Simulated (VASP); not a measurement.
# HfC (Fm-3m) in VASP: notebook

The runs below take HfC through single point, with PBE.

Everything below comes from runs of VASP 6.6.1. Logs are shortened: lines on timing, memory, paths and dates and some standing lists are left out, and cuts for length are marked.

**1. The cell of the first run**

Symmetry: Fm-3m, No. 225, cubic system. Conventional cell: a = 4.650 Å, b = 4.650 Å, c = 4.650 Å, α = 90.00°, β = 90.00°, γ = 90.00°. Within 3.1 Å of Hf (site symmetry m-3m) lie 6 C at 2.33 Å. C (site symmetry m-3m) has 6 Hf at 2.33 Å within 3.1 Å.

**2. Single point, PBE**

Contents of INCAR:

```
SYSTEM = HfC
ALGO = Normal ; EDIFF = 1E-7
ENCUT = 520 ; GGA = PE
ISIF = 2 ; ISMEAR = 0
LASPH = .TRUE. ; LCHARG = .TRUE.
LELF = .TRUE. ; LREAL = .FALSE.
LVHAR = .TRUE. ; LWAVE = .FALSE.
NBANDS = 14 ; NELM = 60
PREC = Accurate ; SIGMA = 0.013000000000000001
```

Contents of KPOINTS:

```
k-points
0
G
  10 10 10
  0 0 0
```

Contents of POSCAR:

```
HfC
1.0
    0.0000000000      2.3250000000      2.3250000000
    2.3250000000      0.0000000000      2.3250000000
    2.3250000000      2.3250000000      0.0000000000
Hf C
1 1
Direct
    0.5000000000      0.5000000000      0.5000000000
    0.0000000000      0.0000000000      0.0000000000
```

Potentials or basis: VASP PAW PBE potentials, release 64 (Hf_pv, C).

Run with:

```
$ cat potpaw_PBE.64/Hf_pv/POTCAR potpaw_PBE.64/C/POTCAR > POTCAR
$ mpirun -np 1 vasp_std > vasp.out
```

OUTCAR:

```text
SYSTEM = HfC
   EDIFF = 1E-7
   ENCUT = 520
   GGA = PE
   ISIF = 2
   ISMEAR = 0
   LASPH = .TRUE.
   LREAL = .FALSE.
   NELM = 60
   PREC = Accurate

 ion  position               nearest neighbor table
   1  0.500  0.500  0.500-   2 2.33   2 2.33   2 2.33   2 2.33   2 2.33   2 2.33
   2  0.000  0.000  0.000-   1 2.33   1 2.33   1 2.33   1 2.33   1 2.33   1 2.33

  LATTYP: Found a face centered cubic cell.
 ALAT       =     4.6500000000

  Lattice vectors:

 A1 = (   0.0000000000,   2.3250000000,   2.3250000000)
 A2 = (   2.3250000000,   0.0000000000,   2.3250000000)
 A3 = (   2.3250000000,   2.3250000000,   0.0000000000)

Analysis of symmetry for initial positions (statically):
=====================================================================
 Subroutine PRICEL returns:
 Original cell was already a primitive cell.

 Routine SETGRP: Setting up the symmetry group for a
 face centered cubic supercell.

 Subroutine GETGRP returns: Found 48 space group operations
 (whereof 48 operations were pure point group operations)
 out of a pool of 48 trial point group operations.

The static configuration has the point symmetry O_h .

Analysis of symmetry for dynamics (positions and initial velocities):
=====================================================================
 Subroutine PRICEL returns:
 Original cell was already a primitive cell.

 Routine SETGRP: Setting up the symmetry group for a
 face centered cubic supercell.

 Subroutine GETGRP returns: Found 48 space group operations
 (whereof 48 operations were pure point group operations)
 out of a pool of 48 trial point group operations.

The dynamic configuration has the point symmetry O_h .

 Subroutine INISYM returns: Found 48 space group operations
 (whereof 48 operations are pure point group operations),
 and found     1 'primitive' translations

----------------------------------------------------------------------------------------

                                     Primitive cell

  volume of cell :      25.1362

  direct lattice vectors                    reciprocal lattice vectors
     0.000000000  2.325000000  2.325000000    -0.215053763  0.215053763  0.215053763
     2.325000000  0.000000000  2.325000000     0.215053763 -0.215053763  0.215053763
     2.325000000  2.325000000  0.000000000     0.215053763  0.215053763 -0.215053763

  length of vectors
     3.288046533  3.288046533  3.288046533     0.372484045  0.372484045  0.372484045

  position of ions in fractional coordinates (direct lattice)
     0.500000000  0.500000000  0.500000000
     0.000000000  0.000000000  0.000000000

  ion indices of the primitive-cell ions
   primitive index   ion index
                 1           1
                 2           2

----------------------------------------------------------------------------------------

 KPOINTS: k-points

Automatic generation of k-mesh.
 Grid dimensions read from file:
 generate k-points for:   10   10   10

 Generating k-lattice:

  Cartesian coordinates                     Fractional coordinates (reciprocal lattice)
    -0.021505376  0.021505376  0.021505376     0.100000000  0.000000000  0.000000000
     0.021505376 -0.021505376  0.021505376     0.000000000  0.100000000  0.000000000
     0.021505376  0.021505376 -0.021505376     0.000000000  0.000000000  0.100000000

  Length of vectors
     0.037248404  0.037248404  0.037248404

  Shift w.r.t. Gamma in fractional coordinates (k-lattice)
     0.000000000  0.000000000  0.000000000

 Subroutine IBZKPT returns following result:
 ===========================================

 Found     47 irreducible k-points:

 Following reciprocal coordinates:
            Coordinates               Weight
  0.000000  0.000000  0.000000      1.000000
  0.100000  0.000000  0.000000      8.000000
  0.200000  0.000000  0.000000      8.000000
  0.300000  0.000000  0.000000      8.000000
  0.400000  0.000000  0.000000      8.000000
  0.500000  0.000000  0.000000      4.000000
[... 16 lines left out ...]
  0.300000  0.300000  0.000000      6.000000
  0.400000  0.300000  0.000000     24.000000
 [... further k-points ...]
   k-points           NKPTS =     47   k-points in BZ     NKDIM =     47   number of bands    NBANDS=     14
   number of dos      NEDOS =    301   number of ions     NIONS =      2
   total plane-waves  NPLWV =  13824
   dimension x,y,z NGX =    24 NGY =   24 NGZ =   24
   dimension x,y,z NGXF=    48 NGYF=   48 NGZF=   48
   ions per type =               1   1
   NGX,Y,Z   is equivalent  to a cutoff of  12.13, 12.13, 12.13 a.u.
   NGXF,Y,Z  is equivalent  to a cutoff of  24.27, 24.27, 24.27 a.u.
 SYSTEM =  HfC
   PREC   = accura    normal or accurate (medium, high low for compatibility)
   ISTART =      0    job   : 0-new  1-cont  2-samecut
   ICHARG =      2    charge: 1-file 2-atom 10-const
   ISPIN  =      1    spin polarized calculation?
   LNONCOLLINEAR =      F non collinear calculations
   LSORBIT =      F    spin-orbit coupling
   LASPH  =      T    aspherical Exc in radial PAW
   ENCUT  =  520.0 eV  38.22 Ry    6.18 a.u.   6.11  6.11  6.11*2*pi/ulx,y,z
   NELM   =     60;   NELMIN=  2; NELMDL= -5     # of ELM steps
   EDIFF  = 0.1E-06   stopping-criterion for ELM
   LREAL  =      F    real-space projection
   EDIFFG = 0.1E-05   stopping-criterion for IOM
   NSW    =      0    number of steps for IOM
   IBRION =     -1    ionic relax: 0-MD 1-quasi-New 2-CG
   NFREE  =      0    steps in history (QN), initial steepest desc. (CG)
   ISIF   =      2    stress and relaxation
   ISYM   =      2    0-nonsym 1-usesym 2-fastsym
   POTIM  = 0.5000    time-step for ionic-motion
   TEBEG  =    0.0;   TEEND  =   0.0 temperature during run
   PSTRESS=    0.0 pullay stress
   NELECT =      14.0000    total number of electrons
   NUPDOWN=      -1.0000    fix difference up-down
   EMIN   =  10.00;   EMAX   =-10.00  energy-range for DOS
   EFERMI =   0.00;   METHOD = LEGACY
   ISMEAR =     0;   SIGMA  =   0.01  broadening in eV -4-tet -1-fermi 0-gaus
   EFERMI_NEDOS =   21; number of points for ismear=-14 and -15
   IALGO  =     38    algorithm
   IMIX   =      4    mixing-type and parameters
     AMIX     =   0.40;   BMIX     =  1.00
     AMIX_MAG =   1.60;   BMIX_MAG =  1.00
  volume/ion in A,a.u.               =      12.57        84.81
  Fermi-wavevector in a.u.,A,eV,Ry     =   1.346949  2.545365 24.684672  1.814272
  Thomas-Fermi vector in A             =   2.474740
   LORBIT       =      0    0 simple, 1 ext, 2 COOP (PROOUT), +10 PAW based schemes
   GGA     = PE    functional components
   LHFCALC =     F    Hartree Fock is set to
   AEXX    =    0.0000 exact exchange contribution
   IVDW    =     0    specifies the selected vdW correction
   LEPSILON=     F    determine dielectric tensor
   LRPA    =     F    only Hartree local field effects (RPA)
 non-spin polarized calculation
 Gauss-broadening in eV      SIGMA  =   0.01
  energy-cutoff  :      520.00
  volume of cell :       25.14
 maximum number of plane-waves:       700
   NGX = 13   NGY = 13   NGZ = 13

 number of electron      14.0000000 magnetization

 Free energy of the ion-electron system (eV)
  ---------------------------------------------------
  ext. energy  EPLUGINS =         0.00000000
  ---------------------------------------------------
  free energy    TOTEN  =       -21.04275498 eV

  energy without entropy =      -21.04264343  energy(sigma->0) =      -21.04269920

 E-fermi :   5.9690     XC(G=0): -12.2854

 val. band max:        5.9661024224   @ k =   0.1000   0.0000   0.0000
 cond. band min:       6.1054518011   @ k =   0.1000   0.1000   0.0000
 fundamental gap:      0.1393493787
 Fermi energy:         5.9690313682

 k-point     1 :       0.0000    0.0000    0.0000
  band No.  band energies     occupation
      1     -23.6177      2.00000
      2     -23.6177      2.00000
      3     -23.6177      2.00000
      4      -6.3571      2.00000
      5       6.9511      0.00000
      6       6.9511      0.00000
      7       6.9511      0.00000
      8       7.3452      0.00000
      9       7.3452      0.00000
     10       7.3452      0.00000
     11       9.3444      0.00000
     12       9.3444      0.00000
     13      12.7803      0.00000
     14      16.9544      0.00000

 k-point     2 :       0.1000    0.0000    0.0000
  band No.  band energies     occupation
      1     -23.6865      2.00000
      2     -23.6244      2.00000
      3     -23.6244      2.00000
      4      -6.1077      2.00000
      5       5.5840      2.00000
      6       5.9661      1.25003
      7       5.9661      1.24999
      8       7.7523      0.00000
      9       7.7523      0.00000
     10       8.1104      0.00000
     11      10.4415      0.00000
     12      10.4415      0.00000
     13      13.3300      0.00000
     14      17.6479      0.00000

 k-point     3 :       0.2000    0.0000    0.0000
  band No.  band energies     occupation
      1     -23.8617      2.00000
      2     -23.6416      2.00000
      3     -23.6416      2.00000
      4      -5.4095      2.00000
      5       3.8012      2.00000
      6       4.7288      2.00000
      7       4.7288      2.00000
      8       8.4939      0.00000
      9       8.4939      0.00000
     10       8.6480      0.00000
     11      12.4283      0.00000
     12      12.4283      0.00000
     13      14.4810      0.00000
     14      19.2684      0.00000
[... 324 lines left out ...]
 k-point    23 :       0.3000    0.3000    0.0000
  band No.  band energies     occupation
      1     -24.0239      2.00000
      2     -23.7698      2.00000
      3     -23.7698      2.00000
      4      -4.5395      2.00000
      5       2.1573      2.00000
      6       5.0120      2.00000
      7       5.5454      2.00000
      8       5.5454      2.00000
      9      10.5037      0.00000
     10      11.9598      0.00000
     11      11.9598      0.00000
     12      13.3291      0.00000
     13      18.2843      0.00000
     14      19.6401      0.00000

 k-point    24 :       0.4000    0.3000    0.0000
  band No.  band energies     occupation
      1     -24.1076      2.00000
      2     -23.8148      2.00000
      3     -23.7942      2.00000
      4      -4.2733      2.00000
      5       2.2369      2.00000
      6       4.1530      2.00000
      7       5.2405      2.00000
      8       6.1651      0.00000
      9      11.3179      0.00000
     10      12.3366      0.00000
     11      12.4654      0.00000
     12      14.2275      0.00000
     13      17.5389      0.00000
     14      18.6125      0.00000

 [... further k-points ...]
[... 5 lines left out ...]
  --------------------------------------------------------------------------------------
  -------------------------------------------------------------------------------------
  Total       -0.0691453     -0.0691453     -0.0691453     -0.0000000      0.0000000      0.0000000
  in kB       -4.4073185     -4.4073185     -4.4073185     -0.0000000      0.0000000      0.0000000
  external PRESSURE =      -4.4073185 kB  Pullay stress =       0.0000000 kB

 VOLUME and BASIS-vectors are now :
 -----------------------------------------------------------------------------
  energy-cutoff  :      520.00
  volume of cell :       25.14
      direct lattice vectors                 reciprocal lattice vectors
     0.000000000  2.325000000  2.325000000    -0.215053763  0.215053763  0.215053763
     2.325000000  0.000000000  2.325000000     0.215053763 -0.215053763  0.215053763
     2.325000000  2.325000000  0.000000000     0.215053763  0.215053763 -0.215053763

 POSITION                                       TOTAL-FORCE (eV/Angst)
 -----------------------------------------------------------------------------------
      2.32500      2.32500      2.32500        -0.000000     -0.000000     -0.000000
      0.00000      0.00000      0.00000         0.000000      0.000000      0.000000
 -----------------------------------------------------------------------------------
    total drift:                                0.000000     -0.000000      0.000000

  FREE ENERGIE OF THE ION-ELECTRON SYSTEM (eV)
  ---------------------------------------------------
  free  energy   TOTEN  =       -21.0427549781 eV

  energy  without entropy=      -21.0426434291  energy(sigma->0) =      -21.04269920
```

It took 18 s on 1 thread of Intel Xeon 6975P-C, shared host; peak memory 0.15 GiB.

What came out:

* Free energy: -21.0428 eV
* Pressure: -0.4 GPa
* Band gap on the k mesh: zero (band 7 reaches 6.95 eV, above the bottom of band 8 at 5.55 eV)

Levels at points of the mesh, in eV from the Fermi level:
```tsv
k point	band 3	band 4	band 5	band 6	band 7	band 8	band 9	band 10	band 11	band 12
(0.00, 0.00, 0.00)	-29.59	-12.33	0.98	0.98	0.98	1.38	1.38	1.38	3.38	3.38
(0.50, 0.00, 0.00)	-29.66	-8.58	-6.15	-3.00	-3.00	5.30	5.30	5.77	6.53	11.38
(0.50, 0.50, 0.00)	-29.82	-10.43	-2.60	-1.79	-0.11	-0.11	5.29	6.72	6.72	8.42
```

Caveat: spin-orbit coupling is left out, which moves the levels of the heavy elements.

**3. Single point, PBE**

Contents of INCAR:

```
SYSTEM = HfC
ALGO = Normal
EDIFF = 1E-6
ENCUT = 520
GGA = PE
ISIF = 2
ISMEAR = 0
LASPH = .TRUE.
LCHARG = .FALSE.
LREAL = .FALSE.
LWAVE = .FALSE.
NBANDS = 14
NELM = 80
PREC = Accurate
SIGMA = 0.014
```

KPOINTS is that of step 2.

POSCAR is that of step 2.

Potentials or basis: VASP PAW PBE potentials, release 64 (Hf_pv, C).

Run with:

```
$ cat potpaw_PBE.64/Hf_pv/POTCAR potpaw_PBE.64/C/POTCAR > POTCAR
$ mpirun -np 1 vasp_std > vasp.out
```

OUTCAR:

```text
SYSTEM = HfC
   EDIFF = 1E-6
   ENCUT = 520
   GGA = PE
   ISIF = 2
   ISMEAR = 0
   LASPH = .TRUE.
   LREAL = .FALSE.
   NELM = 80
   PREC = Accurate

 ion  position               nearest neighbor table
   1  0.500  0.500  0.500-   2 2.33   2 2.33   2 2.33   2 2.33   2 2.33   2 2.33
   2  0.000  0.000  0.000-   1 2.33   1 2.33   1 2.33   1 2.33   1 2.33   1 2.33

  LATTYP: Found a face centered cubic cell.
 ALAT       =     4.6500000000

  Lattice vectors:

 A1 = (   0.0000000000,   2.3250000000,   2.3250000000)
 A2 = (   2.3250000000,   0.0000000000,   2.3250000000)
[... 585 lines left out ...]
     10      12.3367      0.00000
     11      12.4656      0.00000
     12      14.2275      0.00000
     13      17.5391      0.00000
     14      18.6125      0.00000

 [... further k-points ...]
[... 5 lines left out ...]
  --------------------------------------------------------------------------------------
  -------------------------------------------------------------------------------------
  Total       -0.0709594     -0.0709594     -0.0709594     -0.0000000     -0.0000000      0.0000000
  in kB       -4.5229507     -4.5229507     -4.5229507     -0.0000000     -0.0000000      0.0000000
  external PRESSURE =      -4.5229507 kB  Pullay stress =       0.0000000 kB

 VOLUME and BASIS-vectors are now :
 -----------------------------------------------------------------------------
  energy-cutoff  :      520.00
  volume of cell :       25.14
      direct lattice vectors                 reciprocal lattice vectors
     0.000000000  2.325000000  2.325000000    -0.215053763  0.215053763  0.215053763
     2.325000000  0.000000000  2.325000000     0.215053763 -0.215053763  0.215053763
     2.325000000  2.325000000  0.000000000     0.215053763  0.215053763 -0.215053763

 POSITION                                       TOTAL-FORCE (eV/Angst)
 -----------------------------------------------------------------------------------
      2.32500      2.32500      2.32500        -0.000000     -0.000000     -0.000000
      0.00000      0.00000      0.00000         0.000000      0.000000      0.000000
 -----------------------------------------------------------------------------------
    total drift:                                0.000000     -0.000000      0.000000

  FREE ENERGIE OF THE ION-ELECTRON SYSTEM (eV)
  ---------------------------------------------------
  free  energy   TOTEN  =       -21.0427638698 eV

  energy  without entropy=      -21.0426437266  energy(sigma->0) =      -21.04270380
```

OSZICAR:

```text
N       E                     dE             d eps       ncg     rms          rms(c)
DAV:   1     0.230947666132E+02    0.23095E+02   -0.78629E+03  1332   0.984E+02
DAV:   2    -0.226594599051E+02   -0.45754E+02   -0.42987E+02  1708   0.202E+02
DAV:   3    -0.242189991861E+02   -0.15595E+01   -0.15545E+01  1544   0.270E+01
DAV:   4    -0.242258027066E+02   -0.68035E-02   -0.68030E-02  1586   0.221E+00
DAV:   5    -0.242258458062E+02   -0.43100E-04   -0.43100E-04  1582   0.158E-01    0.569E+01
DAV:   6    -0.211130472888E+02    0.31128E+01   -0.12078E+01  1400   0.182E+01    0.410E+01
DAV:   7    -0.210581095649E+02    0.54938E-01   -0.54726E-01  1622   0.519E+00    0.249E+01
DAV:   8    -0.210490547815E+02    0.90548E-02   -0.72670E-02  1556   0.217E+00    0.639E+00
DAV:   9    -0.210431885002E+02    0.58663E-02   -0.21881E-02  1508   0.886E-01    0.209E+00
DAV:  10    -0.210427682197E+02    0.42028E-03   -0.19822E-03  1654   0.310E-01    0.455E-02
DAV:  11    -0.210427641164E+02    0.41034E-05   -0.10166E-04  1556   0.863E-02    0.120E-02
DAV:  12    -0.210427638698E+02    0.24660E-06   -0.40807E-06  1624   0.157E-02
   1 F= -.21042764E+02 E0= -.21042704E+02  d E =-.120143E-03
```

Run time: 19 s. Hardware: 1 thread of Intel Xeon 6975P-C, shared host; peak memory 0.15 GiB.

Results:

```yaml
Free_energy: -21.0428 eV
Pressure: -0.5 GPa
Band_gap_on_the_k_mesh: zero (band 7 reaches 6.95 eV, above the bottom of band 8 at 5.55 eV)
```

Caveat: spin-orbit coupling is left out, which moves the levels of the heavy elements.
